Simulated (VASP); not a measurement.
# LiTaO2 (Cmmm) in VASP: further runs

The runs below take LiTaO2 through single point, relaxation of cell and atoms, with PBE.

All numbers are computed with VASP 6.6.1; they aren't measurements. Logs are shortened: lines on timing, memory, paths and dates and some standing lists are left out, and cuts for length are marked.

## 1. The cell of the first run

Symmetry: Cmmm, No. 65, orthorhombic system. The conventional cell has a = 7.239 Å, b = 8.901 Å, c = 3.049 Å, α = 90.00°, β = 90.00°, γ = 90.00°. Within 2.4 Å of Li (site symmetry mmm) lie 2 O at 1.77 Å. Ta (site symmetry mmm) has 2 O at 1.85 Å within 2.5 Å. O (site symmetry 2mm) has 1 Li at 1.77 Å and 1 Ta at 1.85 Å within 2.4 Å.

## 2. Single point, PBE

Input file INCAR:

```
  PREC = Accurate
  ENCUT = 520
  EDIFF = 1E-6
  ISMEAR = 0
  SIGMA = 0.1
  LREAL = F
  LASPH = T
  NELM = 100
  ALGO = Normal
  ISIF = 2
  LWAVE = F
  LCHARG = F
  GGA = PE
  NBANDS = 21
```

Input file KPOINTS:

```
Automatic mesh
0
Gamma
  10 10 16
```

Input file POSCAR:

```
LiTaO2
1.0
    3.6193652117     -4.4502918805      0.0000000000
    3.6193652117      4.4502918805      0.0000000000
    0.0000000000      0.0000000000      3.0485439405
Li Ta O
1 1 2
Direct
    0.0000000000      0.0000000000      0.0000000000
    0.5000000000      0.5000000000      0.0000000000
    0.7553821024      0.7553821024      0.0000000000
    0.2446178976      0.2446178976      0.0000000000
```

Potentials or basis: VASP PAW PBE potentials, release 64 (Li_sv, Ta_pv, O).

The run is started by

```
$ cat potpaw_PBE.64/Li_sv/POTCAR potpaw_PBE.64/Ta_pv/POTCAR potpaw_PBE.64/O/POTCAR > POTCAR
$ mpirun -np 1 vasp_std > vasp.out
```

OUTCAR:

```text
PREC = Accurate
   ENCUT = 520
   EDIFF = 1E-6
   ISMEAR = 0
   LREAL = F
   LASPH = T
   NELM = 100
   ISIF = 2
   GGA = PE

 ion  position               nearest neighbor table
   1  0.000  0.000  0.000-   3 1.77   4 1.77
   2  0.500  0.500  0.000-   3 1.85   4 1.85
   3  0.755  0.755  0.000-   1 1.77   2 1.85
   4  0.245  0.245  0.000-   1 1.77   2 1.85

  LATTYP: Found a base centered orthorhombic cell.
 ALAT       =     7.2387304234
 B/A-ratio  =     1.2295780117
 C/A-ratio  =     0.4211434550

  Lattice vectors:

 A1 = (   3.6193652117,  -4.4502918805,   0.0000000000)
 A2 = (   3.6193652117,   4.4502918805,   0.0000000000)
 A3 = (   0.0000000000,   0.0000000000,   3.0485439405)

Analysis of symmetry for initial positions (statically):
=====================================================================
 Subroutine PRICEL returns:
 Original cell was already a primitive cell.

 Routine SETGRP: Setting up the symmetry group for a
 base centered orthorhombic supercell.

 Subroutine GETGRP returns: Found  8 space group operations
 (whereof  8 operations were pure point group operations)
 out of a pool of  8 trial point group operations.

The static configuration has the point symmetry D_2h.

Analysis of symmetry for dynamics (positions and initial velocities):
=====================================================================
 Subroutine PRICEL returns:
 Original cell was already a primitive cell.

 Routine SETGRP: Setting up the symmetry group for a
 base centered orthorhombic supercell.

 Subroutine GETGRP returns: Found  8 space group operations
 (whereof  8 operations were pure point group operations)
 out of a pool of  8 trial point group operations.

The dynamic configuration has the point symmetry D_2h.

 Subroutine INISYM returns: Found  8 space group operations
 (whereof  8 operations are pure point group operations),
 and found     1 'primitive' translations

----------------------------------------------------------------------------------------

                                     Primitive cell

  volume of cell :      98.2072

  direct lattice vectors                    reciprocal lattice vectors
     3.619365212 -4.450291881  0.000000000     0.138145772 -0.112352181  0.000000000
     3.619365212  4.450291881  0.000000000     0.138145772  0.112352181  0.000000000
     0.000000000  0.000000000  3.048543941     0.000000000  0.000000000  0.328025451

[... 81 lines left out ...]
   ISPIN  =      1    spin polarized calculation?
   LNONCOLLINEAR =      F non collinear calculations
   LSORBIT =      F    spin-orbit coupling
   LASPH  =      T    aspherical Exc in radial PAW
   ENCUT  =  520.0 eV  38.22 Ry    6.18 a.u.  10.67 10.67  5.67*2*pi/ulx,y,z
   NELM   =    100;   NELMIN=  2; NELMDL= -5     # of ELM steps
   EDIFF  = 0.1E-05   stopping-criterion for ELM
   LREAL  =      F    real-space projection
   EDIFFG = 0.1E-04   stopping-criterion for IOM
   NSW    =      0    number of steps for IOM
   IBRION =     -1    ionic relax: 0-MD 1-quasi-New 2-CG
   NFREE  =      0    steps in history (QN), initial steepest desc. (CG)
   ISIF   =      2    stress and relaxation
   ISYM   =      2    0-nonsym 1-usesym 2-fastsym
   POTIM  = 0.5000    time-step for ionic-motion
   TEBEG  =    0.0;   TEEND  =   0.0 temperature during run
   PSTRESS=    0.0 pullay stress
   NELECT =      26.0000    total number of electrons
   NUPDOWN=      -1.0000    fix difference up-down
   EMIN   =  10.00;   EMAX   =-10.00  energy-range for DOS
   EFERMI =   0.00;   METHOD = LEGACY
   ISMEAR =     0;   SIGMA  =   0.10  broadening in eV -4-tet -1-fermi 0-gaus
   EFERMI_NEDOS =   21; number of points for ismear=-14 and -15
   IALGO  =     38    algorithm
   IMIX   =      4    mixing-type and parameters
     AMIX     =   0.40;   BMIX     =  1.00
     AMIX_MAG =   1.60;   BMIX_MAG =  1.00
  volume/ion in A,a.u.               =      24.55       165.68
  Fermi-wavevector in a.u.,A,eV,Ry     =   1.051199  1.986478 15.034693  1.105019
  Thomas-Fermi vector in A             =   2.186232
   LORBIT       =      0    0 simple, 1 ext, 2 COOP (PROOUT), +10 PAW based schemes
   GGA     = PE    functional components
   LHFCALC =     F    Hartree Fock is set to
   AEXX    =    0.0000 exact exchange contribution
   IVDW    =     0    specifies the selected vdW correction
   LEPSILON=     F    determine dielectric tensor
   LRPA    =     F    only Hartree local field effects (RPA)
 non-spin polarized calculation
 Gauss-broadening in eV      SIGMA  =   0.10
  energy-cutoff  :      520.00
  volume of cell :       98.21
 maximum number of plane-waves:      2672
 NGX is ok and might be reduce to    48
   NGX = 21   NGY = 21   NGZ = 11

 number of electron      26.0000012 magnetization

 Free energy of the ion-electron system (eV)
  ---------------------------------------------------
  ext. energy  EPLUGINS =         0.00000000
  ---------------------------------------------------
  free energy    TOTEN  =       -27.87684923 eV

  energy without entropy =      -27.86245162  energy(sigma->0) =      -27.86965042

 E-fermi :  -0.8397     XC(G=0):  -6.9637

 val. band max:       -0.8422353602   @ k =   0.0000   0.0000   0.1250
 cond. band min:      -0.8289744723   @ k =   0.5000   0.5000   0.3125
 fundamental gap:      0.0132608879
 Fermi energy:        -0.8397199453

 k-point     1 :       0.0000    0.0000    0.0000
  band No.  band energies     occupation
      1     -44.9888      2.00000
      2     -36.0659      2.00000
      3     -35.6312      2.00000
      4     -35.4274      2.00000
      5     -18.1461      2.00000
      6     -16.9461      2.00000
[... 565 lines left out ...]
     20       5.8522      0.00000
     21       6.8576      0.00000

 [... further k-points ...]
[... 5 lines left out ...]
  --------------------------------------------------------------------------------------
  -------------------------------------------------------------------------------------
  Total        0.8283685     -0.0336177     -0.0841819      0.0000000      0.0000000      0.0000000
  in kB       13.5142135     -0.5484470     -1.3733649      0.0000000      0.0000000      0.0000000
  external PRESSURE =       3.8641339 kB  Pullay stress =       0.0000000 kB

 VOLUME and BASIS-vectors are now :
 -----------------------------------------------------------------------------
  energy-cutoff  :      520.00
  volume of cell :       98.21
      direct lattice vectors                 reciprocal lattice vectors
     3.619365212 -4.450291881  0.000000000     0.138145772 -0.112352181  0.000000000
     3.619365212  4.450291881  0.000000000     0.138145772  0.112352181  0.000000000
     0.000000000  0.000000000  3.048543941     0.000000000  0.000000000  0.328025451

 POSITION                                       TOTAL-FORCE (eV/Angst)
 -----------------------------------------------------------------------------------
      0.00000      0.00000      0.00000         0.000000     -0.000000      0.000000
      3.61937      0.00000      0.00000         0.000000      0.000000      0.000000
      5.46801      0.00000      0.00000         0.148068     -0.000000      0.000000
      1.77072      0.00000      0.00000        -0.148068     -0.000000     -0.000000
 -----------------------------------------------------------------------------------
    total drift:                               -0.000000     -0.000000     -0.000000

  FREE ENERGIE OF THE ION-ELECTRON SYSTEM (eV)
  ---------------------------------------------------
  free  energy   TOTEN  =       -27.8768492301 eV

  energy  without entropy=      -27.8624516156  energy(sigma->0) =      -27.86965042
```

Wall time 3 min (1 thread of Intel Xeon 6975P-C (Granite Rapids), shared host); peak memory 0.64 GiB.

Results:

```
Free energy            : -27.8768 eV
Largest force          : 0.148 eV/Å
Band gap on the k mesh : zero (band 13 reaches -0.79 eV, above the bottom of band 14 at -1.02 eV)
```

Forces on the atoms (eV/Å):
```
Li   0.000  0.000  0.000
Ta   0.000  0.000  0.000
O    0.148  0.000  0.000
O   -0.148  0.000  0.000
```

Levels at points of the mesh, in eV from the Fermi level:
```tsv
k point	band 10	band 11	band 12	band 13	band 14	band 15	band 16	band 17
(0.00, 0.00, 0.00)	-2.05	-1.87	-1.86	-0.83	-0.18	2.53	3.21	3.86
(0.50, 0.00, 0.00)	-2.15	-1.90	-1.70	-0.77	0.00	2.53	2.88	3.47
(0.50, 0.50, 0.00)	-2.56	-1.87	-1.86	-0.83	0.14	2.52	3.13	3.72
(0.00, 0.00, 0.50)	-2.85	-1.65	-1.64	-0.61	0.87	3.28	4.14	4.17
(0.50, 0.00, 0.50)	-2.62	-1.66	-1.31	-0.66	0.96	2.83	3.96	4.19
(0.50, 0.50, 0.50)	-2.76	-1.89	-1.63	-0.71	1.05	3.30	3.99	4.09
```

Caveat: the cutoff is under 1.25 times the usual one of these potentials, so pressure, stress and relaxed cells hold a basis-set (Pulay) error; spin-orbit coupling is left out, which moves the levels of the heavy elements.

## 3. Single point, PBE

This run uses another cell than the first one, of 13.06 Å³/atom, 0.532 times its volume.

Input file INCAR:

```
SYSTEM = LiTaO2
ALGO = Normal
EDIFF = 1E-7
ENCUT = 520
GGA = PE
ISIF = 2
ISMEAR = 0
LASPH = .True.
LCHARG = .False.
LREAL = .False.
LWAVE = .False.
NBANDS = 21
NELM = 80
PREC = Accurate
SIGMA = 0.1
```

Input file KPOINTS:

```
k-points
0
Gamma
  6 6 6
  0 0 0
```

Input file POSCAR:

```
LiTaO2
1.0
    1.9660896400     -3.7071260000      0.0000000000
    1.9660896400      3.7071260000      0.0000000000
    0.0000000000      0.0000000000      3.5847005100
Li Ta O
1 1 2
Direct
    0.0000000000      0.0000000000      0.0000000000
    0.5000000000      0.5000000000      0.0000000000
    0.7947657500      0.2052342500      0.0000000000
    0.2052342500      0.7947657500      0.0000000000
```

Potentials or basis: VASP PAW PBE potentials, release 64 (Li_sv, Ta_pv, O).

The run is started by

```
$ cat potpaw_PBE.64/Li_sv/POTCAR potpaw_PBE.64/Ta_pv/POTCAR potpaw_PBE.64/O/POTCAR > POTCAR
$ mpirun -np 1 vasp_std > vasp.out
```

Wall time 45 s (1 thread of Intel Xeon 6975P-C, shared host); peak memory 0.21 GiB.

It converged, with:

- Free energy: -21.8503 eV
- Largest force: 0.259 eV/Å
- Band gap on the k mesh: zero (band 13 reaches 2.98 eV, above the bottom of band 14 at 2.89 eV)

Forces in eV/Å, atoms in the order of the input:
```
Li   0.000  0.000  0.000
Ta   0.000  0.000  0.000
O    0.000  0.259  0.000
O    0.000 -0.259  0.000
```

Levels at points of the mesh, in eV from the Fermi level:
| k point | band 9 | band 10 | band 11 | band 12 | band 13 | band 14 | band 15 | band 16 | band 17 | band 18 |
| --- | --- | --- | --- | --- | --- | --- | --- | --- | --- | --- |
| (0.00, 0.00, 0.00) | -4.59 | -3.83 | -2.53 | -1.56 | -0.17 | 0.80 | 1.37 | 2.04 | 3.46 | 5.29 |
| (0.50, 0.00, 0.00) | -3.94 | -3.60 | -2.59 | -1.79 | -1.76 | 0.25 | 0.41 | 2.21 | 3.01 | 4.06 |
| (0.50, 0.50, 0.00) | -4.12 | -3.99 | -2.04 | -1.88 | -1.52 | 0.69 | 1.11 | 2.67 | 2.92 | 5.21 |
| (0.00, 0.00, 0.50) | -4.50 | -4.49 | -1.93 | -0.25 | -0.07 | 0.27 | 2.16 | 2.72 | 3.29 | 3.52 |
| (0.50, 0.00, 0.50) | -4.35 | -3.80 | -3.36 | -1.64 | -0.89 | 0.34 | 1.49 | 2.61 | 3.27 | 3.39 |
| (0.50, 0.50, 0.50) | -5.21 | -3.94 | -2.62 | -1.45 | -0.46 | 1.39 | 1.66 | 2.02 | 2.76 | 2.95 |

Caveat: the cutoff is under 1.25 times the usual one of these potentials, so pressure, stress and relaxed cells hold a basis-set (Pulay) error; spin-orbit coupling is left out, which moves the levels of the heavy elements.

## 4. Single point, PBE

This run uses another cell than the first one, of 21.47 Å³/atom, 0.875 times its volume.

Input file INCAR:

```
SYSTEM = LiTaO2
PREC = Accurate ; ENCUT = 520
EDIFF = 1E-6 ; ISMEAR = 0
SIGMA = 0.1 ; LREAL = .FALSE.
LASPH = .TRUE. ; NELM = 60
ALGO = Normal ; ISIF = 2
LWAVE = .FALSE. ; LCHARG = .FALSE.
GGA = PE ; NBANDS = 21
```

Input file KPOINTS:

```
Automatic mesh
0
G
  6 6 6
  0 0 0
```

Input file POSCAR:

```
LiTaO2
1.0
    3.9521637828     -3.6111727493      0.0000000000
    3.9521637828      3.6111727493      0.0000000000
    0.0000000000      0.0000000000      3.0087994235
Li Ta O
1 1 2
Direct
    0.0000000000      0.0000000000      0.0000000000
    0.5000000000      0.5000000000      0.0000000000
    0.7561586486      0.2438413514      0.0000000000
    0.2438413514      0.7561586486      0.0000000000
```

The run is started by

```
$ cat potpaw_PBE.64/Li_sv/POTCAR potpaw_PBE.64/Ta_pv/POTCAR potpaw_PBE.64/O/POTCAR > POTCAR
$ mpirun -np 1 vasp_std > vasp.out
```

It took 70 s on 1 thread of Intel Xeon 6975P-C, shared host; peak memory 0.25 GiB.

It converged, with:

| Quantity | Value |
| --- | --- |
| Free energy | -27.8857 eV |
| Largest force | 0.144 eV/Å |
| Band gap on the k mesh | zero (band 13 reaches -0.37 eV, above the bottom of band 14 at -0.47 eV) |

Forces in eV/Å, atoms in the order of the input:
```
Li   0.000  0.000  0.000
Ta   0.000  0.000  0.000
O    0.000 -0.144  0.000
O    0.000  0.144  0.000
```

Levels at points of the mesh, in eV from the Fermi level:
| k point | band 10 | band 11 | band 12 | band 13 | band 14 | band 15 | band 16 | band 17 |
| --- | --- | --- | --- | --- | --- | --- | --- | --- |
| (0.00, 0.00, 0.00) | -1.91 | -1.88 | -1.75 | -0.77 | -0.15 | 2.75 | 3.02 | 3.96 |
| (0.50, 0.00, 0.00) | -2.18 | -1.80 | -1.72 | -0.70 | 0.05 | 2.74 | 2.93 | 3.56 |
| (0.50, 0.50, 0.00) | -2.75 | -1.87 | -1.77 | -0.75 | 0.19 | 2.73 | 3.42 | 3.65 |
| (0.00, 0.00, 0.50) | -2.94 | -1.65 | -1.51 | -0.59 | 0.97 | 3.25 | 4.28 | 4.34 |
| (0.50, 0.00, 0.50) | -2.64 | -1.64 | -1.31 | -0.66 | 1.07 | 2.80 | 4.04 | 4.30 |
| (0.50, 0.50, 0.50) | -2.67 | -1.99 | -1.63 | -0.74 | 1.18 | 3.31 | 3.91 | 4.08 |

Caveat: the cutoff is under 1.25 times the usual one of these potentials, so pressure, stress and relaxed cells hold a basis-set (Pulay) error; spin-orbit coupling is left out, which moves the levels of the heavy elements.

(Part 1 of 2 ends here.)
